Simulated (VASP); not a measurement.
Wanted: the native input for a VASP 6.6.1 run.

```yaml
Task: relaxation of cell and atoms
Functional: PBEsol
Potentials_or_basis: VASP PAW PBE potentials, release 64 (Bi_d)
Cutoff: 600 eV
k_mesh: 6 × 6 × 2
Occupations: gaussian, width 0.1 eV
Spin: no spin polarisation
Dipole_correction: no
Further_INCAR_settings: ALGO = Normal; EDIFF = 1e-07; IBRION = 2; EDIFFG = -0.04; NSW = 90; ISIF = 3
```

The structure of Bi lies in POSCAR:

```
Bi
1.0
    3.9738649959      0.0000000000      0.0000000000
   -1.9869324980      3.4414680376      0.0000000000
    0.0000000000      0.0000000000     10.8231282409
Bi
4
Direct
    0.0000000000      0.0000000000      0.2500000000
    0.0000000000      0.0000000000      0.7500000000
    0.3333333333      0.6666666667      0.7500000000
    0.6666666667      0.3333333333      0.2500000000
```

The input as run:

INCAR

```
SYSTEM = Bi
ALGO = Normal
EDIFF = 1E-7
EDIFFG = -0.04
ENCUT = 600
GGA = PS
IBRION = 2
ISIF = 3
ISMEAR = 0
LASPH = .True.
LCHARG = .False.
LREAL = .False.
LWAVE = .False.
NELM = 100
NSW = 90
PREC = Accurate
SIGMA = 0.1
```

KPOINTS

```
k-points
0
Gamma
  6 6 2
  0 0 0
```

Potentials or basis: VASP PAW PBE potentials, release 64 (Bi_d).

The run is started by

```sh
$ cat potpaw_PBE.64/Bi_d/POTCAR > POTCAR
$ mpirun -np 1 vasp_std > vasp.out
```

Results of the run:

The relaxed volume is 40.11 Å³/atom, the relaxed cell is a = 5.237 Å, b = 5.237 Å, c = 6.755 Å, α = 90.00°, β = 90.00°, γ = 120.00° and the space group after relaxing (to 0.05 Å) is P6_3/mmc (No. 194). The energy gained by relaxing is 5226.3 meV/atom, the ionic steps are 23 and the pressure after relaxing is 0.0 GPa. The band gap on the k mesh is zero (band 30 reaches 5.42 eV, above the bottom of band 31 at 4.72 eV).

Caveat: the PAW data sets were made with another functional, which shifts forces and pressure a little; spin-orbit coupling is left out, which moves the levels of the heavy elements.

It took 29 min on 1 thread of Intel(R) Xeon(R) Platinum 8375C CPU @ 2.90GHz (Ice Lake), on a shared host, peak memory 0.33 GiB.
